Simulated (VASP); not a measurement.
**Au: single point with LDA**

The system is Au.

```
Au
1.0
     0.00000    2.00750    2.00750
     2.00750    0.00000    2.00750
     2.00750    2.00750    0.00000
Au
1
Direct
  0.00000 0.00000 0.00000
```

| Property | Result |
| --- | --- |
| Program | VASP 6.6.1 |
| Task | single point |
| Functional | LDA |
| Potentials or basis | VASP PAW LDA potentials, release 64 (Au) |
| Cutoff | 520 eV |
| k mesh | 11 × 11 × 11 |
| Occupations | fermi-dirac, width 0.05 eV |
| Spin | non-collinear spin, zero start, spin-orbit coupling |
| Starting moments | [[0.0, 0.0, 0.0]] μB |

- Pressure: 4.3 GPa
- Net moment: 0.00 μB per cell
- Valence electrons inside the program's atomic spheres: Au 9.72

Moments on the atoms (μB; x, y, z):
```
Au  0.00 0.00 0.00
```

It took 28 s on 1 thread of Intel(R) Xeon(R) Platinum 8488C (Sapphire Rapids), on a shared host, peak memory 0.19 GiB.
